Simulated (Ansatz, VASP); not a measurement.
## One calculation of Zr2Al3N5, two programs

```
CELL_PARAMETERS angstrom
-1.54923 1.54923 10.89157
1.54923 -1.54923 10.89157
1.54923 1.54923 -10.89157
ATOMIC_POSITIONS crystal
Zr 0.89747 0.89747 0.00000
Zr 0.10253 0.10253 0.00000
Al 0.70452 0.70452 0.00000
Al 0.29548 0.29548 0.00000
Al 0.50000 0.50000 0.00000
N 0.60638 0.60638 0.00000
N 0.20631 0.20631 0.00000
N 0.79369 0.79369 0.00000
N 0.39362 0.39362 0.00000
N 0.00000 0.00000 0.00000
```

Alike in both runs: functional PBE; k mesh 8 × 8 × 8; occupations gaussian, width 0.1 eV; no spin polarisation.

Ansatz relaxed the structure, and its values are those at the end. VASP's run is a single point on that final structure, the one shown.

|  | VASP | Ansatz |
| --- | --- | --- |
| version | VASP 6.6.1 | Ansatz 0.2.0 |
| potentials or method | VASP PAW PBE potentials, release 64 (Zr_sv, Al, N), cutoff 520 eV | scalar-relativistic, plane waves, PAW |
| valence electrons in the cell | 58 | 58 |

```tsv
	VASP	Ansatz	Ansatz less VASP
gap on the k mesh at the Fermi level (eV)	none	none	-
pressure (GPa)	0.1	0.1	-0.06
rms of the force components (eV/Å)	0.007	0.005	-0.0022
```

A gap of «none» marks a metal or a gap that the smearing closes. With one functional, cell and mesh, what is left measures potentials, basis and numerics.
